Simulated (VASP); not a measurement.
**Ca: single point with PBE**

Crystal: Ca.

```
CELL_PARAMETERS angstrom
-2.01847 2.01847 2.01847
2.01847 -2.01847 2.01847
2.01847 2.01847 -2.01847
ATOMIC_POSITIONS crystal
Ca 0.00000 0.00000 0.00000
```

This cell differs from its parent crystal: volume scaled by 0.78.

```json
{"Program": "VASP 6.6.1", "Task": "single point", "Functional": "PBE", "Potentials or basis": "VASP PAW PBE potentials, release 64 (Ca_sv)", "Cutoff": "520 eV", "k mesh": "12 × 12 × 12", "Occupations": "fermi-dirac, width 0.05 eV", "Spin": "no spin polarisation"}
```

```yaml
Pressure: 5.9 GPa
Band_gap_on_the_k_mesh: zero (band 5 reaches 3.51 eV, above the bottom of band 6 at 2.81 eV)
```

Levels at points of the mesh, in eV from the Fermi level:
```tsv
k point	band 3	band 4	band 5	band 6	band 7	band 8
(0.00, 0.00, 0.00)	-22.32	-22.32	-4.48	2.66	2.66	2.66
(0.50, 0.00, 0.00)	-22.43	-22.33	-1.06	0.33	1.40	3.96
(0.50, 0.50, 0.50)	-22.56	-22.56	-0.29	-0.29	5.12	5.12
```

It took 22 s on 1 thread of AMD EPYC 7R43 64-Core Processor (Zen 3), with other jobs on the host, peak memory 0.13 GiB.
